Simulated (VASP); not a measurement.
Set up this calculation in VASP 6.6.1, as the native input.

```yaml
Task: single point
Functional: PBEsol
Potentials_or_basis: VASP PAW PBE potentials, release 64 (W_sv)
Cutoff: 520 eV
k_mesh: 21 × 21 × 6
Occupations: gaussian, width 0.1 eV
Spin: no spin polarisation
Dipole_correction: no
Further_INCAR_settings: ALGO = Fast; EDIFF = 1e-06; NBANDS = 36
```

The structure of W lies in POSCAR:

```
W
1.0
    2.7461340444      0.0000000000      0.0000000000
   -1.3730670222      2.3782218447      0.0000000000
    0.0000000000      0.0000000000     10.1113788292
W
4
Direct
    0.3333333333      0.6666666667      0.3815854754
    0.6666666667      0.3333333333      0.8815854754
    0.6666666667      0.3333333333      0.6184145246
    0.3333333333      0.6666666667      0.1184145246
```

This isn't the form of W at room conditions, which is bcc.

The input as run:

INCAR

```
SYSTEM = W
  PREC = Accurate
  ENCUT = 520
  EDIFF = 1E-6
  ISMEAR = 0
  SIGMA = 0.1
  LREAL = .False.
  LASPH = .True.
  NELM = 60
  ALGO = Fast
  ISIF = 2
  LWAVE = .False.
  LCHARG = .False.
  GGA = PS
  NBANDS = 36
```

KPOINTS

```
Automatic mesh
0
Gamma
  21 21 6
  0 0 0
```

Potentials or basis: VASP PAW PBE potentials, release 64 (W_sv).

Command:

```sh
$ cat potpaw_PBE.64/W_sv/POTCAR > POTCAR
$ mpirun -np 1 vasp_std > vasp.out
```

Results of the run:

- Pressure: 0.7 GPa
- Band gap on the k mesh: zero (bands 28 and 29 overlap by 1.84 eV)

Caveat: the PAW data sets were made with another functional, which shifts forces and pressure a little; spin-orbit coupling is left out, which moves the levels of the heavy elements.

It took 9.9 min on 1 thread of Intel Xeon 8259CL (shared host), peak memory 0.41 GiB.
